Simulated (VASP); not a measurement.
The system is Br.

```
Br
1.0
     3.30450   -2.16304    0.00000
     3.30450    2.16304    0.00000
     0.00000    0.00000    9.09376
Br
4
Direct
  0.84515 0.15485 0.11750
  0.15485 0.84515 0.88250
  0.34515 0.65485 0.38250
  0.65485 0.34515 0.61750
```

| Item | Value |
| --- | --- |
| Program | VASP 6.6.1 |
| Task | relaxation of cell and atoms |
| Functional | PBE |
| Potentials or basis | VASP PAW PBE potentials, release 64 (Br) |
| Cutoff | 600 eV |
| k mesh | 6 × 6 × 2 |
| Occupations | gaussian, width 0.05 eV |
| Spin | no spin polarisation |

At the start: pressure -2.1 GPa; volume 32.50 Å³/atom.

Task: How do energy, volume and symmetry change on relaxing?

Result: Over 14 steps the energy falls by 86.0 meV/atom and the volume is 39.14 Å³/atom (+20.4 %); space group Cmce (No. 64, to 0.1 Å) before and after.

The path:
```tsv
step	energy change (eV)	largest force (eV/Å)	pressure (GPa)	volume (Å³)
1	0.0000	0.8277	-2.12	130.00
2	-0.1627	0.6631	2.84	121.86
3	-0.2049	0.1360	0.98	124.20
4	-0.2370	0.1105	0.76	126.99
5	-0.2986	0.0419	0.29	135.43
6	-0.3294	0.1165	-0.15	152.63
7	-0.3226	0.2973	0.77	152.59
8	-0.3317	0.0562	0.14	152.62
9	-0.3374	0.0342	0.04	154.35
10	-0.3406	0.0437	-0.10	156.96
11	-0.3427	0.0748	0.07	156.46
12	-0.3429	0.0889	0.14	156.24
13	-0.3438	0.0376	0.04	156.44
14	-0.3439	0.0173	-0.01	156.56
```

Final structure:
```cif
data_structure
_symmetry_space_group_name_H-M 'P 1'
_symmetry_Int_Tables_number 1
_cell_length_a 4.7156
_cell_length_b 4.7156
_cell_length_c 8.7220
_cell_angle_alpha 90.000
_cell_angle_beta 90.000
_cell_angle_gamma 53.824
_cell_volume 156.56
loop_
_atom_site_label
_atom_site_type_symbol
_atom_site_fract_x
_atom_site_fract_y
_atom_site_fract_z
_atom_site_occupancy
Br1 Br 0.85718 0.14282 0.11788 1
Br2 Br 0.14282 0.85718 0.88212 1
Br3 Br 0.35718 0.64282 0.38212 1
Br4 Br 0.64282 0.35718 0.61788 1
```

Caveat: the volume moved by over 15 % at a fixed basis, so the end points are rough; this functional lacks dispersion, which holds the molecules together, so the pressure and a relaxed volume are unreliable.
